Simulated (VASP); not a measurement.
# MnO (Fm-3m) in VASP: single point with PBE

Aim: the single point of MnO with PBE.

Everything below comes from runs of VASP 6.6.1. Logs are shortened: lines on timing, memory, paths and dates and some standing lists are left out, and cuts for length are marked.

### 1 The cell of the first run

The structure is cubic, space group Fm-3m (No. 225). Conventional cell: a = 4.444 Å, b = 4.444 Å, c = 4.444 Å, α = 90.00°, β = 90.00°, γ = 90.00°. Mn (site symmetry m-3m) has 6 O at 2.22 Å within 2.9 Å. Within 2.9 Å of O (site symmetry m-3m) lie 6 Mn at 2.22 Å.

### 2 Single point, PBE, collinear spin, ferromagnetic start

INCAR reads:

```
SYSTEM = MnO
  ALGO = Normal
  EDIFF = 1E-6
  ENCUT = 520
  GGA = PE
  ISIF = 2
  ISMEAR = -1
  ISPIN = 2
  LASPH = .TRUE.
  LCHARG = .TRUE.
  LELF = .TRUE.
  LMAXMIX = 4
  LORBIT = 11
  LREAL = .FALSE.
  LVHAR = .TRUE.
  LWAVE = .FALSE.
  MAGMOM = 5.5 0
  NBANDS = 20
  NELM = 150
  PREC = Accurate
  SIGMA = 0.05
```

KPOINTS reads:

```
k-points
0
G
  10 10 10
  0 0 0
```

POSCAR reads:

```
MnO
1.0
    0.0000000000      2.2220003300      2.2220003300
    2.2220003300      0.0000000000      2.2220003300
    2.2220003300      2.2220003300      0.0000000000
Mn O
1 1
Direct
    0.0000000000      0.0000000000      0.0000000000
    0.5000000000      0.5000000000      0.5000000000
```

Potentials or basis: VASP PAW PBE potentials, release 64 (Mn_pv, O).

Launch:

```bash
$ cat potpaw_PBE.64/Mn_pv/POTCAR potpaw_PBE.64/O/POTCAR > POTCAR
$ mpirun -np 1 vasp_std > vasp.out
```

OUTCAR:

```text
SYSTEM = MnO
   EDIFF = 1E-6
   ENCUT = 520
   GGA = PE
   ISIF = 2
   ISMEAR = -1
   ISPIN = 2
   LASPH = .TRUE.
   LORBIT = 11
   LREAL = .FALSE.
   NELM = 150
   PREC = Accurate

 ion  position               nearest neighbor table
   1  0.000  0.000  0.000-   2 2.22   2 2.22   2 2.22   2 2.22   2 2.22   2 2.22
   2  0.500  0.500  0.500-   1 2.22   1 2.22   1 2.22   1 2.22   1 2.22   1 2.22

  LATTYP: Found a face centered cubic cell.
 ALAT       =     4.4440006600

  Lattice vectors:

 A1 = (   0.0000000000,   2.2220003300,   2.2220003300)
 A2 = (   2.2220003300,   0.0000000000,   2.2220003300)
 A3 = (   2.2220003300,   2.2220003300,   0.0000000000)

Analysis of symmetry for initial positions (statically):
=====================================================================
 Subroutine PRICEL returns:
 Original cell was already a primitive cell.

 Routine SETGRP: Setting up the symmetry group for a
 face centered cubic supercell.

 Subroutine GETGRP returns: Found 48 space group operations
 (whereof 48 operations were pure point group operations)
 out of a pool of 48 trial point group operations.

The static configuration has the point symmetry O_h .

Analysis of symmetry for dynamics (positions and initial velocities):
=====================================================================
 Subroutine PRICEL returns:
 Original cell was already a primitive cell.

 Routine SETGRP: Setting up the symmetry group for a
 face centered cubic supercell.

 Subroutine GETGRP returns: Found 48 space group operations
 (whereof 48 operations were pure point group operations)
 out of a pool of 48 trial point group operations.

The dynamic configuration has the point symmetry O_h .

Analysis of structural, dynamic, and magnetic symmetry:
=====================================================================
 Subroutine PRICEL returns:
 Original cell was already a primitive cell.

 Routine SETGRP: Setting up the symmetry group for a
 face centered cubic supercell.

 Subroutine GETGRP returns: Found 48 space group operations
 (whereof 48 operations were pure point group operations)
 out of a pool of 48 trial point group operations.

The overall configuration has the point symmetry O_h .

 Subroutine INISYM returns: Found 48 space group operations
 (whereof 48 operations are pure point group operations),
 and found     1 'primitive' translations

----------------------------------------------------------------------------------------

                                     Primitive cell

  volume of cell :      21.9413

  direct lattice vectors                    reciprocal lattice vectors
     0.000000000  2.222000330  2.222000330    -0.225022469  0.225022469  0.225022469
     2.222000330  0.000000000  2.222000330     0.225022469 -0.225022469  0.225022469
     2.222000330  2.222000330  0.000000000     0.225022469  0.225022469 -0.225022469

  length of vectors
     3.142383002  3.142383002  3.142383002     0.389750349  0.389750349  0.389750349

  position of ions in fractional coordinates (direct lattice)
     0.000000000  0.000000000  0.000000000
     0.500000000  0.500000000  0.500000000

  ion indices of the primitive-cell ions
   primitive index   ion index
                 1           1
                 2           2

----------------------------------------------------------------------------------------

 KPOINTS: k-points

Automatic generation of k-mesh.
 Grid dimensions read from file:
 generate k-points for:   10   10   10

 Generating k-lattice:

  Cartesian coordinates                     Fractional coordinates (reciprocal lattice)
    -0.022502247  0.022502247  0.022502247     0.100000000  0.000000000  0.000000000
     0.022502247 -0.022502247  0.022502247     0.000000000  0.100000000  0.000000000
     0.022502247  0.022502247 -0.022502247     0.000000000  0.000000000  0.100000000

  Length of vectors
     0.038975035  0.038975035  0.038975035

  Shift w.r.t. Gamma in fractional coordinates (k-lattice)
     0.000000000  0.000000000  0.000000000

 Subroutine IBZKPT returns following result:
 ===========================================

 Found     47 irreducible k-points:

 Following reciprocal coordinates:
            Coordinates               Weight
  0.000000  0.000000  0.000000      1.000000
  0.100000  0.000000  0.000000      8.000000
  0.200000  0.000000  0.000000      8.000000
  0.300000  0.000000  0.000000      8.000000
  0.400000  0.000000  0.000000      8.000000
  0.500000  0.000000  0.000000      4.000000
[... 16 lines left out ...]
  0.300000  0.300000  0.000000      6.000000
  0.400000  0.300000  0.000000     24.000000
 [... further k-points ...]
   k-points           NKPTS =     47   k-points in BZ     NKDIM =     47   number of bands    NBANDS=     20
   number of dos      NEDOS =    301   number of ions     NIONS =      2
   total plane-waves  NPLWV =  13824
   dimension x,y,z NGX =    24 NGY =   24 NGZ =   24
   dimension x,y,z NGXF=    48 NGYF=   48 NGZF=   48
   ions per type =               1   1
   NGX,Y,Z   is equivalent  to a cutoff of  12.70, 12.70, 12.70 a.u.
   NGXF,Y,Z  is equivalent  to a cutoff of  25.39, 25.39, 25.39 a.u.
 SYSTEM =  MnO
   PREC   = accura    normal or accurate (medium, high low for compatibility)
   ISTART =      0    job   : 0-new  1-cont  2-samecut
   ICHARG =      2    charge: 1-file 2-atom 10-const
   ISPIN  =      2    spin polarized calculation?
   LNONCOLLINEAR =      F non collinear calculations
   LSORBIT =      F    spin-orbit coupling
   LASPH  =      T    aspherical Exc in radial PAW
   ENCUT  =  520.0 eV  38.22 Ry    6.18 a.u.   5.84  5.84  5.84*2*pi/ulx,y,z
   NELM   =    150;   NELMIN=  2; NELMDL= -5     # of ELM steps
   EDIFF  = 0.1E-05   stopping-criterion for ELM
   LREAL  =      F    real-space projection
   EDIFFG = 0.1E-04   stopping-criterion for IOM
   NSW    =      0    number of steps for IOM
   IBRION =     -1    ionic relax: 0-MD 1-quasi-New 2-CG
   NFREE  =      0    steps in history (QN), initial steepest desc. (CG)
   ISIF   =      2    stress and relaxation
   ISYM   =      2    0-nonsym 1-usesym 2-fastsym
   POTIM  = 0.5000    time-step for ionic-motion
   TEBEG  =    0.0;   TEEND  =   0.0 temperature during run
   PSTRESS=    0.0 pullay stress
   NELECT =      19.0000    total number of electrons
   NUPDOWN=      -1.0000    fix difference up-down
   EMIN   =  10.00;   EMAX   =-10.00  energy-range for DOS
   EFERMI =   0.00;   METHOD = LEGACY
   ISMEAR =    -1;   SIGMA  =   0.05  broadening in eV -4-tet -1-fermi 0-gaus
   EFERMI_NEDOS =   21; number of points for ismear=-14 and -15
   IALGO  =     38    algorithm
   IMIX   =      4    mixing-type and parameters
     AMIX     =   0.40;   BMIX     =  1.00
     AMIX_MAG =   1.60;   BMIX_MAG =  1.00
  volume/ion in A,a.u.               =      10.97        74.03
  Fermi-wavevector in a.u.,A,eV,Ry     =   1.560409  2.948746 33.128523  2.434878
  Thomas-Fermi vector in A             =   2.663626
   LORBIT       =     11    0 simple, 1 ext, 2 COOP (PROOUT), +10 PAW based schemes
   GGA     = PE    functional components
   LHFCALC =     F    Hartree Fock is set to
   AEXX    =    0.0000 exact exchange contribution
   IVDW    =     0    specifies the selected vdW correction
   LEPSILON=     F    determine dielectric tensor
   LRPA    =     F    only Hartree local field effects (RPA)
 spin polarized calculation
  energy-cutoff  :      520.00
  volume of cell :       21.94
 maximum number of plane-waves:       609
   NGX = 11   NGY = 11   NGZ = 11

 number of electron      18.9999992 magnetization       4.7887961

 Free energy of the ion-electron system (eV)
  ---------------------------------------------------
  ext. energy  EPLUGINS =         0.00000000
  ---------------------------------------------------
  free energy    TOTEN  =       -16.40602974 eV

  energy without entropy =      -16.39869464  energy(sigma->0) =      -16.40236219

 E-fermi :   7.5615     XC(G=0): -11.8673

 val. band max:        7.5511129957   @ k =   0.5000   0.1000   0.0000
 cond. band min:       7.5709864565   @ k =   0.4000   0.0000   0.0000
 fundamental gap:      0.0198734608
 Fermi energy:         7.5614575128

 spin component 1

 k-point     1 :       0.0000    0.0000    0.0000
  band No.  band energies     occupation
      1     -42.8147      1.00000
      2     -42.8147      1.00000
      3     -42.8147      1.00000
      4     -12.7203      1.00000
      5       3.8087      1.00000
      6       3.8087      1.00000
[... 12 lines left out ...]
     19      27.2877      0.00000
     20      27.2877      0.00000

 k-point     2 :       0.1000    0.0000    0.0000
  band No.  band energies     occupation
      1     -42.8208      1.00000
      2     -42.8155      1.00000
      3     -42.8155      1.00000
      4     -12.6346      1.00000
      5       2.9346      1.00000
      6       3.2641      1.00000
[... 498 lines left out ...]
 k-point    24 :       0.4000    0.3000    0.0000
  band No.  band energies     occupation
      1     -42.8615      1.00000
      2     -42.8345      1.00000
      3     -42.8327      1.00000
      4     -11.8926      1.00000
      5       0.3902      1.00000
      6       2.2851      1.00000
[... 12 lines left out ...]
     19      32.2857      0.00000
     20      34.0410      0.00000

 [... further k-points ...]

 spin component 2

 k-point     1 :       0.0000    0.0000    0.0000
  band No.  band energies     occupation
      1     -38.1357      1.00000
      2     -38.1357      1.00000
      3     -38.1357      1.00000
      4     -12.2725      1.00000
      5       4.2009      1.00000
      6       4.2009      1.00000
[... 12 lines left out ...]
     19      29.6475      0.00000
     20      29.6475      0.00000

 k-point     2 :       0.1000    0.0000    0.0000
  band No.  band energies     occupation
      1     -38.1435      1.00000
      2     -38.1366      1.00000
      3     -38.1366      1.00000
      4     -12.1892      1.00000
      5       3.5950      1.00000
      6       4.0074      1.00000
[... 498 lines left out ...]
 k-point    24 :       0.4000    0.3000    0.0000
  band No.  band energies     occupation
      1     -38.1947      1.00000
      2     -38.1603      1.00000
      3     -38.1579      1.00000
      4     -11.4633      1.00000
      5       1.1662      1.00000
      6       3.0654      1.00000
[... 12 lines left out ...]
     19      33.3041      0.00000
     20      35.0694      0.00000

 [... further k-points ...]
[... 5 lines left out ...]
  --------------------------------------------------------------------------------------
  -------------------------------------------------------------------------------------
  Total        0.0812458      0.0812458      0.0812458     -0.0000000     -0.0000000      0.0000000
  in kB        5.9326542      5.9326542      5.9326542     -0.0000000     -0.0000000      0.0000000
  external PRESSURE =       5.9326542 kB  Pullay stress =       0.0000000 kB

 VOLUME and BASIS-vectors are now :
 -----------------------------------------------------------------------------
  energy-cutoff  :      520.00
  volume of cell :       21.94
      direct lattice vectors                 reciprocal lattice vectors
     0.000000000  2.222000330  2.222000330    -0.225022469  0.225022469  0.225022469
     2.222000330  0.000000000  2.222000330     0.225022469 -0.225022469  0.225022469
     2.222000330  2.222000330  0.000000000     0.225022469  0.225022469 -0.225022469

 POSITION                                       TOTAL-FORCE (eV/Angst)
 -----------------------------------------------------------------------------------
      0.00000      0.00000      0.00000        -0.000000     -0.000000     -0.000000
      2.22200      2.22200      2.22200         0.000000      0.000000      0.000000
 -----------------------------------------------------------------------------------
    total drift:                                0.000000     -0.000000     -0.000000

  FREE ENERGIE OF THE ION-ELECTRON SYSTEM (eV)
  ---------------------------------------------------
  free  energy   TOTEN  =       -16.4060297391 eV

  energy  without entropy=      -16.3986946370  energy(sigma->0) =      -16.40236219

 total charge

# of ion       s       p       d       tot
------------------------------------------
    1        0.203   6.177   4.976  11.355
    2        1.561   3.417   0.000   4.977
--------------------------------------------------
tot          1.763   9.593   4.976  16.332

 magnetization (x)

# of ion       s       p       d       tot
------------------------------------------
    1        0.034   0.026   4.285   4.344
    2        0.030   0.175   0.000   0.205
--------------------------------------------------
tot          0.064   0.201   4.285   4.550
```

It took 27 s on 1 thread of Intel Xeon Platinum 8259CL at 2.50GHz (Skylake/Cascade Lake), shared host; peak memory 0.16 GiB.

What came out:

```yaml
Free_energy: -16.4060 eV
Pressure: 0.6 GPa
Net_moment: 4.79 μB per cell
Site_moments: Mn +4.34; O +0.20 μB
Valence_electrons_inside_the_program's_atomic_spheres: Mn 11.36; O 4.98
```

Caveat: a cell with one magnetic atom can't hold antiferromagnetic order, which such compounds often take; semilocal functionals often make such compounds metallic where correlation or magnetic order opens a gap, which also shifts bond lengths. With open d or f shells a metallic result of PBE can be an artefact of self-interaction; +U or a hybrid may open a gap.
